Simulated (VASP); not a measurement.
# P in VASP: single point with PBE+D3(BJ)

Aim: the single point of P with PBE+D3(BJ).

Everything below comes from runs of VASP 6.6.1. Logs are shortened: lines on timing, memory, paths and dates and some standing lists are left out, and cuts for length are marked.

## Step 1: The cell of the first run

The cell holds a slab with vacuum, 8 atoms: a = 3.296 Å, b = 4.439 Å, c = 21.746 Å, α = 90.00°, β = 90.00°, γ = 90.00°.

## Step 2: Single point, PBE+D3(BJ)

Contents of INCAR:

```
SYSTEM = P
PREC = Accurate
ENCUT = 520
EDIFF = 1E-6
ISMEAR = 0
SIGMA = 0.05
LREAL = .False.
LASPH = .True.
NELM = 60
ALGO = Normal
ISIF = 2
LWAVE = .False.
LCHARG = .False.
LDIPOL = .True.
IDIPOL = 3
DIPOL = 0.5 0.5 0.390
GGA = PE
IVDW = 12
NBANDS = 30
```

Contents of KPOINTS:

```
regular mesh
0
Gamma
  8 6 1
  0 0 0
```

Contents of POSCAR:

```
P
1.0
    3.2961869629      0.0000000000      0.0000000000
    0.0000000000      4.4391557027      0.0000000000
    0.0000000000      0.0000000000     21.7461973615
P
8
Direct
    0.5000000000      0.9174951453      0.2069327306
    0.0000000000      0.5825048547      0.2069327306
    0.5000000000      0.0825048547      0.3045635322
    0.0000000000      0.4174951453      0.3045635322
    1.0000000000      0.4575048547      0.4751680723
    1.5000000000      0.7924951453      0.4751680723
    1.0000000000      1.2924951453      0.5727988740
    1.5000000000      0.9575048547      0.5727988740
```

Potentials or basis: VASP PAW PBE potentials, release 64 (P).

Command:

```sh
cat potpaw_PBE.64/P/POTCAR > POTCAR
mpirun -np 1 vasp_std > vasp.out
```

OUTCAR:

```text
SYSTEM = P
   PREC = Accurate
   ENCUT = 520
   EDIFF = 1E-6
   ISMEAR = 0
   LREAL = .False.
   LASPH = .True.
   NELM = 60
   ISIF = 2
   GGA = PE
   IVDW = 12
 IVDW          = 12

 ion  position               nearest neighbor table
   1  0.500  0.917  0.207-   2 2.22   2 2.22   3 2.25
   2  0.000  0.583  0.207-   1 2.22   1 2.22   4 2.25
   3  0.500  0.083  0.305-   4 2.22   4 2.22   1 2.25
   4  0.000  0.417  0.305-   3 2.22   3 2.22   2 2.25
   5  0.000  0.458  0.475-   6 2.22   6 2.22   7 2.25
   6  0.500  0.792  0.475-   5 2.22   5 2.22   8 2.25
   7  0.000  0.292  0.573-   8 2.22   8 2.22   5 2.25
   8  0.500  0.958  0.573-   7 2.22   7 2.22   6 2.25

  LATTYP: Found a simple orthorhombic cell.
 ALAT       =     3.2961869629
 B/A-ratio  =     1.3467548269
 C/A-ratio  =     6.5973798229

  Lattice vectors:

 A1 = (   3.2961869629,   0.0000000000,   0.0000000000)
 A2 = (   0.0000000000,   4.4391557027,   0.0000000000)
 A3 = (   0.0000000000,   0.0000000000,  21.7461973615)

Analysis of symmetry for initial positions (statically):
=====================================================================
 Subroutine PRICEL returns:
 Original cell was already a primitive cell.

 Routine SETGRP: Setting up the symmetry group for a
 simple orthorhombic supercell.

 Subroutine GETGRP returns: Found  4 space group operations
 (whereof  2 operations were pure point group operations)
 out of a pool of  8 trial point group operations.

The static configuration has the point symmetry C_1h.
 The point group associated with its full space group is C_2h.

Analysis of symmetry for dynamics (positions and initial velocities):
=====================================================================
 Subroutine PRICEL returns:
 Original cell was already a primitive cell.

 Routine SETGRP: Setting up the symmetry group for a
 simple orthorhombic supercell.

 Subroutine GETGRP returns: Found  4 space group operations
 (whereof  2 operations were pure point group operations)
 out of a pool of  8 trial point group operations.

The dynamic configuration has the point symmetry C_1h.
 The point group associated with its full space group is C_2h.

 Subroutine INISYM returns: Found  4 space group operations
 (whereof  2 operations are pure point group operations),
 and found     1 'primitive' translations

----------------------------------------------------------------------------------------

                                     Primitive cell

  volume of cell :     318.1966

  direct lattice vectors                    reciprocal lattice vectors
     3.296186963  0.000000000  0.000000000     0.303380849  0.000000000  0.000000000
     0.000000000  4.439155703  0.000000000     0.000000000  0.225268062  0.000000000
     0.000000000  0.000000000 21.746197361     0.000000000  0.000000000  0.045985051

  length of vectors
     3.296186963  4.439155703 21.746197361     0.303380849  0.225268062  0.045985051

  position of ions in fractional coordinates (direct lattice)
     0.500000000  0.917495145  0.206932731
     0.000000000  0.582504855  0.206932731
     0.500000000  0.082504855  0.304563532
     0.000000000  0.417495145  0.304563532
     0.000000000  0.457504855  0.475168072
     0.500000000  0.792495145  0.475168072
     0.000000000  0.292495145  0.572798874
     0.500000000  0.957504855  0.572798874

  ion indices of the primitive-cell ions
   primitive index   ion index
                 1           1
                 2           2
                 3           3
                 4           4
                 5           5
                 6           6
                 7           7
                 8           8

----------------------------------------------------------------------------------------

 KPOINTS: regular mesh

Automatic generation of k-mesh.
 Grid dimensions read from file:
 generate k-points for:    8    6    1

 Generating k-lattice:

  Cartesian coordinates                     Fractional coordinates (reciprocal lattice)
     0.037922606  0.000000000  0.000000000     0.125000000  0.000000000  0.000000000
     0.000000000  0.037544677  0.000000000     0.000000000  0.166666667  0.000000000
     0.000000000  0.000000000  0.045985051     0.000000000  0.000000000  1.000000000

  Length of vectors
     0.037922606  0.037544677  0.045985051

  Shift w.r.t. Gamma in fractional coordinates (k-lattice)
     0.000000000  0.000000000  0.000000000

 Subroutine IBZKPT returns following result:
 ===========================================

 Found     20 irreducible k-points:

 Following reciprocal coordinates:
            Coordinates               Weight
  0.000000  0.000000  0.000000      1.000000
  0.125000  0.000000  0.000000      2.000000
  0.250000  0.000000  0.000000      2.000000
  0.375000  0.000000  0.000000      2.000000
  0.500000  0.000000  0.000000      1.000000
  0.000000  0.166667  0.000000      2.000000
[... 12 lines left out ...]
  0.375000  0.500000  0.000000      2.000000
  0.500000  0.500000  0.000000      1.000000
   k-points           NKPTS =     20   k-points in BZ     NKDIM =     20   number of bands    NBANDS=     30
   number of dos      NEDOS =    301   number of ions     NIONS =      8
   total plane-waves  NPLWV = 163296
   dimension x,y,z NGX =    28 NGY =   36 NGZ =  162
   dimension x,y,z NGXF=    56 NGYF=   72 NGZF=  324
   ions per type =               8
   NGX,Y,Z   is equivalent  to a cutoff of  14.12, 13.48, 12.38 a.u.
   NGXF,Y,Z  is equivalent  to a cutoff of  28.24, 26.96, 24.77 a.u.
 SYSTEM =  P
   PREC   = accura    normal or accurate (medium, high low for compatibility)
   ISTART =      0    job   : 0-new  1-cont  2-samecut
   ICHARG =      2    charge: 1-file 2-atom 10-const
   ISPIN  =      1    spin polarized calculation?
   LNONCOLLINEAR =      F non collinear calculations
   LSORBIT =      F    spin-orbit coupling
   LASPH  =      T    aspherical Exc in radial PAW
   ENCUT  =  520.0 eV  38.22 Ry    6.18 a.u.   6.13  8.25 40.43*2*pi/ulx,y,z
   NELM   =     60;   NELMIN=  2; NELMDL= -5     # of ELM steps
   EDIFF  = 0.1E-05   stopping-criterion for ELM
   LREAL  =      F    real-space projection
   EDIFFG = 0.1E-04   stopping-criterion for IOM
   NSW    =      0    number of steps for IOM
   IBRION =     -1    ionic relax: 0-MD 1-quasi-New 2-CG
   NFREE  =      0    steps in history (QN), initial steepest desc. (CG)
   ISIF   =      2    stress and relaxation
   ISYM   =      2    0-nonsym 1-usesym 2-fastsym
   POTIM  = 0.5000    time-step for ionic-motion
   TEBEG  =    0.0;   TEEND  =   0.0 temperature during run
   PSTRESS=    0.0 pullay stress
   NELECT =      40.0000    total number of electrons
   NUPDOWN=      -1.0000    fix difference up-down
   EMIN   =  10.00;   EMAX   =-10.00  energy-range for DOS
   EFERMI =   0.00;   METHOD = LEGACY
   ISMEAR =     0;   SIGMA  =   0.05  broadening in eV -4-tet -1-fermi 0-gaus
   EFERMI_NEDOS =   21; number of points for ismear=-14 and -15
   IALGO  =     38    algorithm
   IMIX   =      4    mixing-type and parameters
     AMIX     =   0.40;   BMIX     =  1.00
     AMIX_MAG =   1.60;   BMIX_MAG =  1.00
  volume/ion in A,a.u.               =      39.77       268.41
  Fermi-wavevector in a.u.,A,eV,Ry     =   0.820093  1.549751  9.150627  0.672552
  Thomas-Fermi vector in A             =   1.931014
   LORBIT       =      0    0 simple, 1 ext, 2 COOP (PROOUT), +10 PAW based schemes
   GGA     = PE    functional components
   LHFCALC =     F    Hartree Fock is set to
   AEXX    =    0.0000 exact exchange contribution
   IVDW    =    12    specifies the selected vdW correction
   LEPSILON=     F    determine dielectric tensor
   LRPA    =     F    only Hartree local field effects (RPA)
 non-spin polarized calculation
 Gauss-broadening in eV      SIGMA  =   0.05
  energy-cutoff  :      520.00
  volume of cell :      318.20
 maximum number of plane-waves:      8606
 NGX is ok and might be reduce to    28
   NGX = 13   NGY = 17   NGZ = 81

 dipolmoment           0.000000      0.000000      0.000007 electrons x Angstroem

 number of electron      39.9999998 magnetization

 dipolmoment           0.000000      0.000000     -0.000001 electrons x Angstroem

 Free energy of the ion-electron system (eV)
  ---------------------------------------------------
  ext. energy  EPLUGINS =         0.00000000
  ---------------------------------------------------
  free energy    TOTEN  =       -42.92297763 eV

  energy without entropy =      -42.92297763  energy(sigma->0) =      -42.92297763

 E-fermi :   0.6998     XC(G=0):  -5.3088

 val. band max:        0.4699593630   @ k =   0.0000   0.0000   0.0000
 cond. band min:       0.9129871724   @ k =   0.0000   0.0000   0.0000
 fundamental gap:      0.4430278094
 Fermi energy:         0.6998449827

 k-point     1 :       0.0000    0.0000    0.0000
  band No.  band energies     occupation
      1     -14.8393      2.00000
      2     -14.8020      2.00000
      3     -12.2605      2.00000
      4     -12.1602      2.00000
      5      -8.7045      2.00000
      6      -8.6836      2.00000
[... 22 lines left out ...]
     29       4.6993      0.00000
     30       4.7525      0.00000

 k-point     2 :       0.1250    0.0000    0.0000
  band No.  band energies     occupation
      1     -14.6523      2.00000
      2     -14.6152      2.00000
      3     -12.0659      2.00000
      4     -11.9657      2.00000
      5      -8.8240      2.00000
      6      -8.8026      2.00000
[... 22 lines left out ...]
     29       4.8941      0.00000
     30       4.9508      0.00000

 k-point     3 :       0.2500    0.0000    0.0000
  band No.  band energies     occupation
      1     -14.0970      2.00000
      2     -14.0605      2.00000
      3     -11.4849      2.00000
      4     -11.3851      2.00000
      5      -9.4181      2.00000
      6      -9.3934      2.00000
[... 550 lines left out ...]
     29       5.7904      0.00000
     30       5.8681      0.00000

 k-point    20 :       0.5000    0.5000    0.0000
  band No.  band energies     occupation
      1     -11.5701      2.00000
      2     -11.5569      2.00000
      3     -11.5440      2.00000
      4     -11.5340      2.00000
      5      -9.5325      2.00000
      6      -9.5012      2.00000
[... 22 lines left out ...]
     29       5.7636      0.00000
     30       5.7870      0.00000

------------------------ aborting loop because EDIFF is reached ----------------------------------------

 vacuum level on the upper side and lower side of the slab       (xc-potential included)        -0.144        -0.145

 Edisp (eV)   -2.28106

 E8    (eV) :    -0.8925

  FORCE on cell =-STRESS in cart. coord.  units (eV):
  Direction    XX          YY          ZZ          XY          YZ          ZX
  --------------------------------------------------------------------------------------
  -------------------------------------------------------------------------------------
  Total      -0.61984    -0.74890    -1.03227     0.00000    -0.15525     0.00000
  in kB      -3.12099    -3.77086    -5.19764     0.00000    -0.78171     0.00000
  external pressure =       -4.03 kB  Pullay stress =        0.00 kB

 VOLUME and BASIS-vectors are now :
 -----------------------------------------------------------------------------
  energy-cutoff  :      520.00
  volume of cell :      318.20
      direct lattice vectors                 reciprocal lattice vectors
     3.296186963  0.000000000  0.000000000     0.303380849  0.000000000  0.000000000
     0.000000000  4.439155703  0.000000000     0.000000000  0.225268062  0.000000000
     0.000000000  0.000000000 21.746197361     0.000000000  0.000000000  0.045985051

 POSITION                                       TOTAL-FORCE (eV/Angst)
 -----------------------------------------------------------------------------------
      1.64809      4.07290      4.50000         0.000000     -0.032007      0.023812
      0.00000      2.58583      4.50000         0.000000      0.050358      0.034016
      1.64809      0.36625      6.62310         0.000000     -0.002266      0.076606
      0.00000      1.85333      6.62310         0.000000      0.004878      0.063614
      0.00000      2.03094     10.33310         0.000000     -0.004878     -0.063614
      1.64809      3.51801     10.33310         0.000000      0.002266     -0.076606
      0.00000      1.29843     12.45620         0.000000     -0.050358     -0.034016
      1.64809      4.25051     12.45620         0.000000      0.032007     -0.023812
 -----------------------------------------------------------------------------------
    total drift:                               -0.000000     -0.000000      0.000003

  FREE ENERGIE OF THE ION-ELECTRON SYSTEM (eV)
  ---------------------------------------------------
  free  energy   TOTEN  =       -45.2040355971 eV

  energy  without entropy=      -45.2040355971  energy(sigma->0) =      -45.20403560

 vacuum level on the upper side and lower side of the slab         5.155         5.155
```

Run time: 7 min. Hardware: 1 thread of AMD EPYC 7R43 (Zen 3), shared host; peak memory 0.39 GiB.

Results:

```
Free energy                : -45.2040 eV
Largest force              : 0.077 eV/Å
Band gap on the k mesh     : 0.44 eV, direct
Dispersion energy per atom : -0.285 eV
```

Forces in eV/Å, atoms in the order of the input:
```
P    0.000 -0.032  0.024
P    0.000  0.050  0.034
P    0.000 -0.002  0.077
P    0.000  0.005  0.064
P    0.000 -0.005 -0.064
P    0.000  0.002 -0.077
P    0.000 -0.050 -0.034
P    0.000  0.032 -0.024
```
